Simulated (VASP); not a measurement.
# HfC (P2_1/m) in VASP: a series of runs

HfC is run at these levels: LDA; tasks: single point.

Program: VASP 6.6.1. These are calculated values, not measurements. Logs are shortened: lines on timing, memory, paths and dates and some standing lists are left out, and cuts for length are marked.

### Step 1. The cell of the first run

The typed cell holds 4 atoms: a = 3.343 Å, b = 3.353 Å, c = 5.203 Å, α = 90.00°, β = 90.00°, γ = 120.29°.

### Step 2. Single point, LDA

Contents of INCAR:

```
ALGO = Normal
EDIFF = 1E-6
ENCUT = 520
GGA = CA
ISIF = 2
ISMEAR = 1
LASPH = True
LCHARG = False
LREAL = False
LWAVE = False
NBANDS = 22
NELM = 60
PREC = Accurate
SIGMA = 0.05
```

Contents of KPOINTS:

```
k-points
0
Gamma
  12 12 7
```

Contents of POSCAR:

```
HfC
1.0
    3.3428660000     -0.0111428867      0.0000000000
   -1.6810830233      2.9005784433      0.0000000000
    0.0000000000      0.0000000000      5.2027140000
Hf C
2 2
Direct
    0.6666666667      0.3333333333      0.7500000000
    0.3333333333      0.6666666667      0.2500000000
    0.0000000000      0.0000000000      0.0000000000
    0.0000000000      0.0000000000      0.5000000000
```

Potentials or basis: VASP PAW LDA potentials, release 64 (Hf_pv, C).

The run is started by

```bash
$ cat potpaw_LDA.64/Hf_pv/POTCAR potpaw_LDA.64/C/POTCAR > POTCAR
$ mpirun -np 1 vasp_std > vasp.out
```

OUTCAR:

```text
EDIFF = 1E-6
   ENCUT = 520
   GGA = CA
   ISIF = 2
   ISMEAR = 1
   LASPH = True
   LREAL = False
   NELM = 60
   PREC = Accurate

 ion  position               nearest neighbor table
   1  0.667  0.333  0.750-   3 2.32   4 2.32   3 2.33   4 2.33   3 2.33   4 2.33   2 3.24   2 3.24
                             2 3.24   2 3.24   2 3.24   2 3.24
   2  0.333  0.667  0.250-   3 2.32   4 2.32   3 2.33   4 2.33   3 2.33   4 2.33   1 3.24   1 3.24
                             1 3.24   1 3.24   1 3.24   1 3.24
   3  0.000  0.000  0.000-   1 2.32   2 2.32   1 2.33   2 2.33   1 2.33   2 2.33
   4  0.000  0.000  0.500-   1 2.32   2 2.32   1 2.33   2 2.33   1 2.33   2 2.33

  LATTYP: Found a simple monoclinic cell.
 ALAT       =     3.3332207394
 B/A-ratio  =     1.5608669233
 C/A-ratio  =     1.0028992475
 COS(beta)  =    -0.4956594464

  Lattice vectors:

 A1 = (   1.6617829767,   2.8894355566,   0.0000000000)
 A2 = (   0.0000000000,   0.0000000000,  -5.2027140000)
 A3 = (  -3.3428660000,   0.0111428867,   0.0000000000)

Analysis of symmetry for initial positions (statically):
=====================================================================
 Subroutine PRICEL returns:
 Original cell was already a primitive cell.

 Routine SETGRP: Setting up the symmetry group for a
 simple monoclinic supercell.

 Subroutine GETGRP returns: Found  4 space group operations
 (whereof  2 operations were pure point group operations)
 out of a pool of  4 trial point group operations.

The static configuration has the point symmetry S_2 .
 The point group associated with its full space group is C_2h.

Analysis of symmetry for dynamics (positions and initial velocities):
=====================================================================
 Subroutine PRICEL returns:
 Original cell was already a primitive cell.

 Routine SETGRP: Setting up the symmetry group for a
 simple monoclinic supercell.

 Subroutine GETGRP returns: Found  4 space group operations
 (whereof  2 operations were pure point group operations)
 out of a pool of  4 trial point group operations.

The dynamic configuration has the point symmetry S_2 .
 The point group associated with its full space group is C_2h.

 Subroutine INISYM returns: Found  4 space group operations
 (whereof  2 operations are pure point group operations),
 and found     1 'primitive' translations

----------------------------------------------------------------------------------------

                                     Primitive cell

  volume of cell :      50.3493

  direct lattice vectors                    reciprocal lattice vectors
     3.342866000 -0.011142887  0.000000000     0.299723541  0.173710233  0.000000000
    -1.681083023  2.900578443  0.000000000     0.001151420  0.345426146  0.000000000
     0.000000000  0.000000000  5.202714000     0.000000000  0.000000000  0.192207375

  length of vectors
     3.342884571  3.352520759  5.202714000     0.346423795  0.345428065  0.192207375

  position of ions in fractional coordinates (direct lattice)
     0.666666667  0.333333333  0.750000000
     0.333333333  0.666666667  0.250000000
     0.000000000  0.000000000  0.000000000
     0.000000000  0.000000000  0.500000000

  ion indices of the primitive-cell ions
   primitive index   ion index
                 1           1
                 2           2
                 3           3
                 4           4

----------------------------------------------------------------------------------------

 KPOINTS: k-points

Automatic generation of k-mesh.
 Grid dimensions read from file:
 generate k-points for:   12   12    7

 Generating k-lattice:

  Cartesian coordinates                     Fractional coordinates (reciprocal lattice)
     0.024976962  0.014475853  0.000000000     0.083333333 -0.000000000  0.000000000
     0.000095952  0.028785512  0.000000000     0.000000000  0.083333333  0.000000000
     0.000000000  0.000000000  0.027458196     0.000000000  0.000000000  0.142857143

  Length of vectors
     0.028868650  0.028785672  0.027458196

  Shift w.r.t. Gamma in fractional coordinates (k-lattice)
     0.000000000  0.000000000  0.000000000

 Subroutine IBZKPT returns following result:
 ===========================================

 Found    296 irreducible k-points:

 Following reciprocal coordinates:
            Coordinates               Weight
  0.000000  0.000000  0.000000      1.000000
  0.083333 -0.000000  0.000000      2.000000
  0.166667  0.000000  0.000000      2.000000
  0.250000  0.000000  0.000000      2.000000
  0.333333  0.000000  0.000000      2.000000
  0.416667  0.000000  0.000000      2.000000
[... 16 lines left out ...]
  0.250000  0.166667  0.000000      2.000000
  0.333333  0.166667  0.000000      2.000000
 [... further k-points ...]
   k-points           NKPTS =    296   k-points in BZ     NKDIM =    296   number of bands    NBANDS=     22
   number of dos      NEDOS =    301   number of ions     NIONS =      4
   total plane-waves  NPLWV =  31360
   dimension x,y,z NGX =    28 NGY =   28 NGZ =   40
   dimension x,y,z NGXF=    56 NGYF=   56 NGZF=   80
   ions per type =               2   2
   NGX,Y,Z   is equivalent  to a cutoff of  13.92, 13.88, 12.78 a.u.
   NGXF,Y,Z  is equivalent  to a cutoff of  27.85, 27.77, 25.56 a.u.
 SYSTEM =  unknown system
   PREC   = accura    normal or accurate (medium, high low for compatibility)
   ISTART =      0    job   : 0-new  1-cont  2-samecut
   ICHARG =      2    charge: 1-file 2-atom 10-const
   ISPIN  =      1    spin polarized calculation?
   LNONCOLLINEAR =      F non collinear calculations
   LSORBIT =      F    spin-orbit coupling
   LASPH  =      T    aspherical Exc in radial PAW
   ENCUT  =  520.0 eV  38.22 Ry    6.18 a.u.   6.22  6.23  9.67*2*pi/ulx,y,z
   NELM   =     60;   NELMIN=  2; NELMDL= -5     # of ELM steps
   EDIFF  = 0.1E-05   stopping-criterion for ELM
   LREAL  =      F    real-space projection
   EDIFFG = 0.1E-04   stopping-criterion for IOM
   NSW    =      0    number of steps for IOM
   IBRION =     -1    ionic relax: 0-MD 1-quasi-New 2-CG
   NFREE  =      0    steps in history (QN), initial steepest desc. (CG)
   ISIF   =      2    stress and relaxation
   ISYM   =      2    0-nonsym 1-usesym 2-fastsym
   POTIM  = 0.5000    time-step for ionic-motion
   TEBEG  =    0.0;   TEEND  =   0.0 temperature during run
   PSTRESS=    0.0 pullay stress
   NELECT =      28.0000    total number of electrons
   NUPDOWN=      -1.0000    fix difference up-down
   EMIN   =  10.00;   EMAX   =-10.00  energy-range for DOS
   EFERMI =   0.00;   METHOD = LEGACY
   ISMEAR =     1;   SIGMA  =   0.05  broadening in eV -4-tet -1-fermi 0-gaus
   EFERMI_NEDOS =   21; number of points for ismear=-14 and -15
   IALGO  =     38    algorithm
   IMIX   =      4    mixing-type and parameters
     AMIX     =   0.40;   BMIX     =  1.00
     AMIX_MAG =   1.60;   BMIX_MAG =  1.00
  volume/ion in A,a.u.               =      12.59        84.94
  Fermi-wavevector in a.u.,A,eV,Ry     =   1.346262  2.544066 24.659492  1.812422
  Thomas-Fermi vector in A             =   2.474108
   LORBIT       =      0    0 simple, 1 ext, 2 COOP (PROOUT), +10 PAW based schemes
   GGA     = CA    functional components
   LHFCALC =     F    Hartree Fock is set to
   AEXX    =    0.0000 exact exchange contribution
   IVDW    =     0    specifies the selected vdW correction
   LEPSILON=     F    determine dielectric tensor
   LRPA    =     F    only Hartree local field effects (RPA)
 non-spin polarized calculation
 Methfessel and Paxton  Order N= 1 SIGMA  =   0.05
  energy-cutoff  :      520.00
  volume of cell :       50.35
 maximum number of plane-waves:      1375
 NGX is ok and might be reduce to    28
   NGX = 13   NGY = 13   NGZ = 19

 number of electron      28.0000002 magnetization

 Free energy of the ion-electron system (eV)
  ---------------------------------------------------
  ext. energy  EPLUGINS =         0.00000000
  ---------------------------------------------------
  free energy    TOTEN  =       -44.95055439 eV

  energy without entropy =      -44.95059454  energy(sigma->0) =      -44.95056777

 E-fermi :   6.3863     XC(G=0): -12.4802

 val. band max:        6.3240443969   @ k =   0.0833   0.0833   0.0000
 cond. band min:       6.3877205654   @ k =   0.2500   0.2500   0.2857
 fundamental gap:      0.0636761685
 Fermi energy:         6.3863054742

 k-point     1 :       0.0000    0.0000    0.0000
  band No.  band energies     occupation
      1     -24.1711      2.00000
      2     -23.5858      2.00000
      3     -23.5801      2.00000
      4     -23.4940      2.00000
      5     -23.4883      2.00000
      6     -23.4161      2.00000
[... 14 lines left out ...]
     21      10.4096      0.00000
     22      14.3417      0.00000

 k-point     2 :       0.0833   -0.0000    0.0000
  band No.  band energies     occupation
      1     -24.1544      2.00000
      2     -23.6141      2.00000
      3     -23.5985      2.00000
      4     -23.5205      2.00000
      5     -23.4950      2.00000
      6     -23.4224      2.00000
[... 14 lines left out ...]
     21      10.7635      0.00000
     22      14.0708      0.00000

 k-point     3 :       0.1667    0.0000    0.0000
  band No.  band energies     occupation
      1     -24.1069      2.00000
      2     -23.7066      2.00000
      3     -23.6318      2.00000
      4     -23.6043      2.00000
      5     -23.5014      2.00000
      6     -23.4417      2.00000
[... 14 lines left out ...]
     21      11.8469      0.00000
     22      13.3047      0.00000
[... 476 lines left out ...]
 k-point    23 :       0.2500    0.1667    0.0000
  band No.  band energies     occupation
      1     -23.9538      2.00000
      2     -23.9157      2.00000
      3     -23.8699      2.00000
      4     -23.7032      2.00000
      5     -23.5937      2.00000
      6     -23.5410      2.00000
[... 14 lines left out ...]
     21      12.3972      0.00000
     22      13.0881      0.00000

 k-point    24 :       0.3333    0.1667    0.0000
  band No.  band energies     occupation
      1     -24.0298      2.00000
      2     -23.8864      2.00000
      3     -23.8380      2.00000
      4     -23.7661      2.00000
      5     -23.6149      2.00000
      6     -23.5939      2.00000
[... 14 lines left out ...]
     21      12.8689      0.00000
     22      12.9889      0.00000

 [... further k-points ...]

------------------------ aborting loop because EDIFF is reached ----------------------------------------

  FORCE on cell =-STRESS in cart. coord.  units (eV):
  Direction    XX          YY          ZZ          XY          YZ          ZX
  --------------------------------------------------------------------------------------
  -------------------------------------------------------------------------------------
  Total       -3.9369595     -3.9402866     -3.8810129      0.3054817      0.0000000      0.0000000
  in kB     -125.2788673   -125.3847400   -123.4985771      9.7208001      0.0000000      0.0000000
  external PRESSURE =    -124.7207281 kB  Pullay stress =       0.0000000 kB

 VOLUME and BASIS-vectors are now :
 -----------------------------------------------------------------------------
  energy-cutoff  :      520.00
  volume of cell :       50.35
      direct lattice vectors                 reciprocal lattice vectors
     3.342866000 -0.011142887  0.000000000     0.299723541  0.173710233  0.000000000
    -1.681083023  2.900578443  0.000000000     0.001151420  0.345426146  0.000000000
     0.000000000  0.000000000  5.202714000     0.000000000  0.000000000  0.192207375

 POSITION                                       TOTAL-FORCE (eV/Angst)
 -----------------------------------------------------------------------------------
      1.66822      0.95943      3.90204        -0.003380      0.000679      0.000000
     -0.00643      1.93000      1.30068         0.003380     -0.000679      0.000000
      0.00000      0.00000      0.00000         0.000000      0.000000      0.000000
      0.00000      0.00000      2.60136         0.000000      0.000000      0.000000
 -----------------------------------------------------------------------------------
    total drift:                                0.000000      0.000000     -0.000000

  FREE ENERGIE OF THE ION-ELECTRON SYSTEM (eV)
  ---------------------------------------------------
  free  energy   TOTEN  =       -44.9505543938 eV

  energy  without entropy=      -44.9505945364  energy(sigma->0) =      -44.95056777
```

Run time: 11 min. Hardware: 1 thread of Intel Xeon 8259CL, shared host; peak memory 0.38 GiB.

Results:

| Property | Result |
| --- | --- |
| Free energy | -44.9506 eV |
| Pressure | -12.5 GPa |
| Largest force | 0.003 eV/Å |
| Band gap on the k mesh | zero (bands 14 and 15 overlap by 1.22 eV) |

Forces on the atoms (eV/Å):
```
Hf  -0.003  0.001  0.000
Hf   0.003 -0.001  0.000
C    0.000  0.000  0.000
C    0.000  0.000  0.000
```

Caveat: the cell stands under tension; spin-orbit coupling is left out, which moves the levels of the heavy elements.

### Step 3. Single point, LDA

Contents of INCAR:

```
SYSTEM = HfC
PREC = Accurate ; ENCUT = 520
EDIFF = 1E-7 ; ISMEAR = 1
SIGMA = 0.05 ; LREAL = .FALSE.
LASPH = .TRUE. ; NELM = 100
ALGO = Normal ; ISIF = 2
LWAVE = .FALSE. ; LCHARG = .FALSE.
NBANDS = 22
```

Contents of KPOINTS:

```
Automatic mesh
0
G
  12 12 7
  0 0 0
```

Changes to POSCAR since step 2:

```diff
@@ -2,4 +2,4 @@
 1.0
-    3.3428660000     -0.0111428867      0.0000000000
-   -1.6810830233      2.9005784433      0.0000000000
+    3.3428660000     -0.0055714433      0.0000000000
+   -1.6762580117      2.8977927217      0.0000000000
     0.0000000000      0.0000000000      5.2027140000
```

Potentials or basis: VASP PAW LDA potentials, release 64 (Hf_pv, C).

The run is started by

```bash
$ cat potpaw_LDA.64/Hf_pv/POTCAR potpaw_LDA.64/C/POTCAR > POTCAR
$ mpirun -np 1 vasp_std > vasp.out
```

Run time: 12 min. Hardware: 1 thread of Intel Xeon 8259CL, shared host; peak memory 0.38 GiB.

It converged, with:

```yaml
Free_energy: -44.9513 eV
Pressure: -12.5 GPa
Band_gap_on_the_k_mesh: zero (bands 14 and 15 overlap by 1.21 eV)
```

Stress tensor (GPa, compression positive):
```
-12.54   0.48   0.00
  0.48 -12.55   0.00
  0.00   0.00 -12.34
```

Levels at points of the mesh, in eV from the Fermi level:
```
           k point  band 11  band 12  band 13  band 14  band 15  band 16  band 17  band 18
(0.00, 0.00, 0.00)    -3.17    -1.30    -1.29     0.88     1.27     1.32     1.75     1.77
(0.50, 0.00, 0.00)    -3.58    -3.34    -1.87    -1.19     1.34     4.17     4.64     4.64
(0.00, 0.50, 0.00)    -3.57    -3.34    -1.88    -1.18     1.34     4.17     4.62     4.65
(0.50, 0.50, 0.00)    -3.55    -3.34    -1.88    -1.17     1.33     4.18     4.61     4.67
```

Caveat: the cell stands under tension; spin-orbit coupling is left out, which moves the levels of the heavy elements.

The gap in the log of VASP goes by the Fermi energy; the results here count the filled bands.